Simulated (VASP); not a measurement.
The system is MgTlF4.

```xyz
6
Lattice="3.4723 0.0000 0.0000 -1.7362 3.0071 0.0000 0.0000 0.0000 7.5002" Properties=species:S:1:pos:R:3 pbc="T T T"
Mg    0.0000    0.0000    0.0000
Tl    0.0000    0.0000    3.7501
F     0.0000    2.0048    1.8751
F     0.0000    2.0048    5.6252
F     1.7362    1.0024    1.8751
F     1.7362    1.0024    5.6252
```

```yaml
Program: VASP 6.6.1
Task: relaxation of cell and atoms
Functional: PBE
Potentials_or_basis: VASP PAW PBE potentials, release 64 (Mg, Tl_d, F)
Cutoff: 600 eV
k_mesh: 6 × 6 × 2
Occupations: gaussian, width 0.1 eV
Spin: no spin polarisation
```

At the start: pressure 15.7 GPa; volume 13.05 Å³/atom.

Problem. Where does the relaxation end?

Solution. Over 28 steps the energy falls by 736.6 meV/atom and the volume is 13.89 Å³/atom (+6.4 %); space group P6/mmm (No. 191, to 0.05 Å).

Step by step:
```
step  energy change (eV)  largest force (eV/Å)  pressure (GPa)  volume (Å³)
   1              0.0000                2.1332           15.69        78.32
   2             -3.2907                1.0631           -4.56        92.49
   3             -3.4727                0.7572           -8.27        97.15
   4             -3.4691                0.8151           -7.57        96.19
   5             -4.0656                0.4749           -5.66        87.50
   6             -4.2788                0.0529           -2.57        80.41
   7             -4.2792                0.0086           -2.22        79.84
   8             -4.3189                0.0972            0.91        77.05
   9             -4.3203                0.0822            0.40        77.46
  10             -4.3235                0.1005            0.29        77.81
  11             -4.3332                0.1531           -0.04        78.84
  12             -4.3493                0.1920           -0.82        80.90
  13             -4.3678                0.2123           -1.98        85.04
  14             -4.2264                0.0820           -4.67        93.39
  15             -4.3782                0.1543           -2.20        85.82
  16             -4.3787                0.1175           -2.64        86.90
  17             -4.3794                0.1403           -2.38        86.27
  18             -4.3803                0.1372           -2.39        86.34
  19             -4.3828                0.1264           -2.44        86.52
  20             -4.3856                0.1030           -2.53        86.90
  21             -4.3859                0.0933           -2.56        87.06
  22             -4.3890                0.0912           -2.46        86.88
  23             -4.3973                0.0852           -2.11        86.34
  24             -4.4100                0.0725           -1.39        85.27
  25             -4.4190                0.0454            0.18        83.17
  26             -4.4191                0.0485            0.00        83.39
  27             -4.4194                0.0403            0.01        83.38
  28             -4.4198                0.0152            0.02        83.33
```

Final structure:
```
CELL_PARAMETERS angstrom
3.82533 0.00000 0.00000
-1.91266 3.31283 0.00000
0.00000 0.00000 6.57559
ATOMIC_POSITIONS crystal
Mg 0.00000 0.00000 0.00000
Tl 0.00000 0.00000 0.50000
F 0.33333 0.66667 0.18974
F 0.33333 0.66667 0.81026
F 0.66667 0.33333 0.18974
F 0.66667 0.33333 0.81026
```

Caveat: the k points lie up to 0.48 Å⁻¹ apart in the final cell; an odd number of electrons without spin polarisation forces a metal; a magnetic or distorted state may lie lower.
